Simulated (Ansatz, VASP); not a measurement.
## ZrC: VASP beside Ansatz

Contents of INCAR:

```
  PREC = Accurate
  ENCUT = 520
  EDIFF = 1E-6
  ISMEAR = 0
  SIGMA = 0.1
  LREAL = Auto
  LASPH = True
  NELM = 80
  ALGO = Normal
  ISIF = 2
  LWAVE = False
  LCHARG = False
  LDIPOL = True
  IDIPOL = 3
  DIPOL = 0.5 0.5 0.420
  GGA = PE
  IVDW = 12
  NBANDS = 114
```

The input KPOINTS:

```
Automatic mesh
0
Gamma
  3 3 1
```

Contents of POSCAR:

```
ZrC
1.0
    6.6085416879      0.0000000000      0.0000000000
   -3.3042708439      5.7231649837      0.0000000000
    0.0000000000      0.0000000000     26.9604146163
Zr C
12 12
Direct
    0.1666666667      0.3333333333      0.2967313417
    0.1666666667      0.8333333333      0.2967313417
    0.6666666667      0.3333333333      0.2967313417
    0.6666666667      0.8333333333      0.2967313417
    0.5000000000      0.5000000000      0.3968012362
    0.5000000000      0.0000000000      0.3968012362
    0.0000000000      0.5000000000      0.3968012362
    0.0000000000      0.0000000000      0.3968012362
    0.8333333333      0.6666666667      0.5000750279
    0.8340147682      0.1670073841      0.4965172232
    0.3329926159      0.6659852318      0.4965172232
    0.3329926159      0.1670073841      0.4965172232
    0.3333333333      0.1666666667      0.3467662889
    0.3333333333      0.6666666667      0.3467662889
    0.8333333333      0.1666666667      0.3467662889
    0.8333333333      0.6666666667      0.3467662889
    0.6660738853      0.3321477707      0.4455070288
    0.6660738853      0.8339261147      0.4455070288
    0.1666666667      0.3333333333      0.4447045543
    0.1678522293      0.8339261147      0.4455070288
    0.0043781061      0.4956218939      0.5371971028
    0.0043781061      0.0087562123      0.5371971028
    0.4912437877      0.4956218939      0.5371971028
    0.5000000000      0.0000000000      0.5452063764
```

Input for Ansatz:

```yaml
crystal:
  lattice:
    - [6.6085416879, 0.0, 0.0]
    - [-3.3042708439, 5.7231649837, 0.0]
    - [0.0, 0.0, 26.9604146163]
  atoms:
    - { symbol: Zr, position: [0.1666666667, 0.3333333333, 0.2967313417] }
    - { symbol: Zr, position: [0.1666666667, 0.8333333333, 0.2967313417] }
    - { symbol: Zr, position: [0.6666666667, 0.3333333333, 0.2967313417] }
    - { symbol: Zr, position: [0.6666666667, 0.8333333333, 0.2967313417] }
    - { symbol: C, position: [0.3333333333, 0.1666666667, 0.3467662889] }
    - { symbol: C, position: [0.3333333333, 0.6666666667, 0.3467662889] }
    - { symbol: C, position: [0.8333333333, 0.1666666667, 0.3467662889] }
    - { symbol: C, position: [0.8333333333, 0.6666666667, 0.3467662889] }
    - { symbol: Zr, position: [0.5, 0.5, 0.3968012362] }
    - { symbol: Zr, position: [0.5, 0.0, 0.3968012362] }
    - { symbol: Zr, position: [0.0, 0.5, 0.3968012362] }
    - { symbol: Zr, position: [0.0, 0.0, 0.3968012362] }
    - { symbol: C, position: [0.6660738853, 0.3321477707, 0.4455070288] }
    - { symbol: C, position: [0.6660738853, 0.8339261147, 0.4455070288] }
    - { symbol: C, position: [0.1666666667, 0.3333333333, 0.4447045543] }
    - { symbol: C, position: [0.1678522293, 0.8339261147, 0.4455070288] }
    - { symbol: Zr, position: [0.8333333333, 0.6666666667, 0.5000750279] }
    - { symbol: Zr, position: [0.8340147682, 0.1670073841, 0.4965172232] }
    - { symbol: Zr, position: [0.3329926159, 0.6659852318, 0.4965172232] }
    - { symbol: Zr, position: [0.3329926159, 0.1670073841, 0.4965172232] }
    - { symbol: C, position: [0.0043781061, 0.4956218939, 0.5371971028] }
    - { symbol: C, position: [0.0043781061, 0.0087562123, 0.5371971028] }
    - { symbol: C, position: [0.4912437877, 0.4956218939, 0.5371971028] }
    - { symbol: C, position: [0.5, 0.0, 0.5452063764] }
basis:
  ecutwfc: 420
kpoints:
  mp_grid: { grid: [3, 3, 1] }
hamiltonian:
  xc: pbe
  dispersion: d3bj
scf:
  occupations: { method: gaussian, width: 0.1 }
output:
  forces: true
  eigenvalues: true
  write_density: true
  volumetric_format: npy
efield:
  axis: 3
  dipole_correction: true
  ramp_width: 0.04
```

Alike in both runs: task single point; functional PBE; dispersion D3(BJ); k mesh 3 × 3 × 1; occupations gaussian, width 0.1 eV; no spin polarisation.

|  | VASP | Ansatz |
| --- | --- | --- |
| version | VASP 6.6.1 | Ansatz 0.2.0 |
| potentials or method | VASP PAW PBE potentials, release 64 (Zr_sv, C), cutoff 520 eV | scalar-relativistic, plane waves, PAW |
| valence electrons in the cell | 192 | 192 |

Ansatz gave:

- gap on the k mesh at the Fermi level (eV): none
- rms of the force components (eV/Å): 0.551

Q: What did VASP give for the same quantities?

A: gap on the k mesh at the Fermi level (eV): none; rms of the force components (eV/Å): 0.550.

A gap of «none» marks a metal or a gap that the smearing closes.

The k mesh is coarse, so the values compare programs but aren't converged.
